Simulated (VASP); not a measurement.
SnGe31:

```
CELL_PARAMETERS angstrom
5.68310 -5.68310 5.68310
5.68310 5.68310 -5.68310
-5.68310 5.68310 5.68310
ATOMIC_POSITIONS crystal
Sn 0.25000 0.75000 0.00000
Ge 0.50000 0.50000 0.00000
Ge 0.75000 0.25000 0.00000
Ge 0.00000 0.75000 0.25000
Ge 0.00000 0.00000 0.00000
Ge 0.25000 0.50000 0.25000
Ge 0.50000 0.25000 0.25000
Ge 0.75000 0.75000 0.50000
Ge 0.75000 0.00000 0.25000
Ge 0.00000 0.50000 0.50000
Ge 0.25000 0.25000 0.50000
Ge 0.50000 0.75000 0.75000
Ge 0.50000 0.00000 0.50000
Ge 0.75000 0.50000 0.75000
Ge 0.00000 0.25000 0.75000
Ge 0.25000 0.00000 0.75000
Ge 0.50000 0.00000 0.25000
Ge 0.75000 0.75000 0.25000
Ge 0.00000 0.50000 0.25000
Ge 0.25000 0.00000 0.50000
Ge 0.25000 0.25000 0.25000
Ge 0.50000 0.75000 0.50000
Ge 0.75000 0.50000 0.50000
Ge 0.00000 0.00000 0.75000
Ge 0.00000 0.25000 0.50000
Ge 0.25000 0.75000 0.75000
Ge 0.50000 0.50000 0.75000
Ge 0.75000 0.00000 0.00000
Ge 0.75000 0.25000 0.75000
Ge 0.00000 0.75000 0.00000
Ge 0.25000 0.50000 0.00000
Ge 0.50000 0.25000 0.00000
```

```yaml
Program: VASP 6.6.1
Task: relaxation of cell and atoms
Functional: PBEsol
Potentials_or_basis: VASP PAW PBE potentials, release 64 (Sn_d, Ge_d)
Cutoff: 600 eV
k_mesh: 4 × 4 × 4
Occupations: gaussian, width 0.03 eV
Spin: no spin polarisation
```

At the start: pressure 0.9 GPa; volume 22.94 Å³/atom.

**Question.** How do energy, volume and symmetry change on relaxing?

**Answer.** Over 19 steps the energy falls by 12.6 meV/atom and the volume is 23.20 Å³/atom (+1.1 %); space group I-43m (No. 217, to 0.1 Å) before and after.

The path:
| step | energy change (eV) | largest force (eV/Å) | pressure (GPa) | volume (Å³) |
| --- | --- | --- | --- | --- |
| 1 | 0.0000 | 1.5690 | 0.92 | 734.20 |
| 2 | -0.3140 | 0.4285 | -0.48 | 748.29 |
| 3 | -0.3240 | 0.2114 | -0.76 | 751.47 |
| 4 | -0.3798 | 0.1452 | 0.07 | 741.32 |
| 5 | -0.3816 | 0.1360 | 0.22 | 739.10 |
| 6 | -0.3969 | 0.0565 | 0.11 | 740.68 |
| 7 | -0.4003 | 0.0217 | 0.00 | 741.68 |
| 8 | -0.4004 | 0.0226 | 0.01 | 741.84 |
| 9 | -0.4004 | 0.0237 | -0.07 | 741.89 |
| 10 | -0.4006 | 0.0226 | 0.07 | 740.82 |
| 11 | -0.4006 | 0.0227 | 0.09 | 741.20 |
| 12 | -0.4012 | 0.0189 | 0.03 | 741.35 |
| 13 | -0.4016 | 0.0172 | 0.02 | 741.48 |
| 14 | -0.4020 | 0.0201 | 0.02 | 741.75 |
| 15 | -0.4020 | 0.0242 | -0.04 | 741.84 |
| 16 | -0.4021 | 0.0212 | 0.01 | 741.50 |
| 17 | -0.4022 | 0.0193 | 0.03 | 741.25 |
| 18 | -0.4024 | 0.0110 | 0.04 | 741.54 |
| 19 | -0.4023 | 0.0089 | -0.01 | 742.25 |

Final structure:
```
Sn Ge
1.0
     5.70379   -5.70379    5.70379
     5.70379    5.70379   -5.70379
    -5.70379    5.70379    5.70379
Sn Ge
1 31
Direct
  0.25000 0.75000 0.00000
  0.50154 0.49763 0.00000
  0.75000 0.25000 0.00000
  0.99763 0.75000 0.25154
  0.99763 0.00154 0.00000
  0.25000 0.49763 0.25154
  0.50237 0.25392 0.25237
  0.75000 0.75000 0.50000
  0.75392 0.00237 0.25237
  0.99846 0.49846 0.49608
  0.25000 0.25000 0.50000
  0.50154 0.75000 0.74763
  0.50237 0.00237 0.50392
  0.74608 0.49846 0.74846
  0.99846 0.24608 0.74846
  0.25000 0.00154 0.74763
  0.51298 0.01298 0.26298
  0.74869 0.75000 0.25101
  0.99899 0.49899 0.24768
  0.25000 0.00101 0.49869
  0.25000 0.24869 0.25101
  0.50101 0.75000 0.49869
  0.75131 0.50232 0.50131
  0.99899 0.99768 0.74899
  0.00232 0.25131 0.50131
  0.25000 0.75000 0.73702
  0.49768 0.49899 0.74899
  0.74869 0.00101 0.00000
  0.75131 0.25131 0.75232
  0.98702 0.75000 0.00000
  0.25000 0.48702 0.00000
  0.50101 0.24869 0.00000
```

Caveat: the PAW data sets were made with another functional, which shifts forces and pressure a little.
